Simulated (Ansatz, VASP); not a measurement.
## Two plane-wave programs on TaN

The input INCAR:

```
PREC = Accurate
ENCUT = 520
EDIFF = 1E-6
ISMEAR = -1
SIGMA = 0.1
LREAL = False
LASPH = True
NELM = 100
ALGO = Normal
ISIF = 2
LWAVE = False
LCHARG = True
GGA = RE
LELF = True
LVHAR = True
NBANDS = 15
```

File KPOINTS:

```
Automatic mesh
0
Gamma
  13 13 13
```

The input POSCAR:

```
TaN
1.0
    0.0000000000      2.1790000000      2.1790000000
    2.1790000000      0.0000000000      2.1790000000
    2.1790000000      2.1790000000      0.0000000000
Ta N
1 1
Direct
    0.5000000000      0.5000000000      0.5000000000
    0.0000000000      0.0000000000      0.0000000000
```

Input for Ansatz:

```yaml
crystal:
  lattice:
    - [0.0, 2.179, 2.179]
    - [2.179, 0.0, 2.179]
    - [2.179, 2.179, 0.0]
  atoms:
    - { symbol: Ta, position: [0.5, 0.5, 0.5] }
    - { symbol: "N", position: [0.0, 0.0, 0.0] }
kpoints:
  mp_grid:
    grid: [13, 13, 13]
hamiltonian:
  xc: revpbe
  pseudopotentials:
    kind: paw
scf:
  convergence:
    dr2_threshold: 1.0e-09
  occupations:
    method: fermi_dirac
output:
  stress: true
```

Alike in both runs: task single point; functional revPBE; k mesh 13 × 13 × 13; no spin polarisation.

```csv
,VASP,Ansatz
version,VASP 6.6.1,Ansatz 0.2.0
potentials or method,"VASP PAW PBE potentials, release 64 (Ta_pv, N)","plane waves, PAW"
plane-wave cutoff (eV),520,420
occupations,"fermi-dirac, width 0.1 eV",fermi-dirac
valence electrons in the cell,16,18
```

|  | VASP | Ansatz | Ansatz less VASP |
| --- | --- | --- | --- |
| pressure (GPa) | 19.1 | 18.1 | -0.94 |

VASP's potentials were made for PBE, not for revPBE. VASP's potentials hold 16 valence electrons a cell and Ansatz's 18, so a difference there can come from the potentials and not from the codes. Ansatz's warnings: stress scf threshold loose.

Spin-orbit coupling is off throughout.
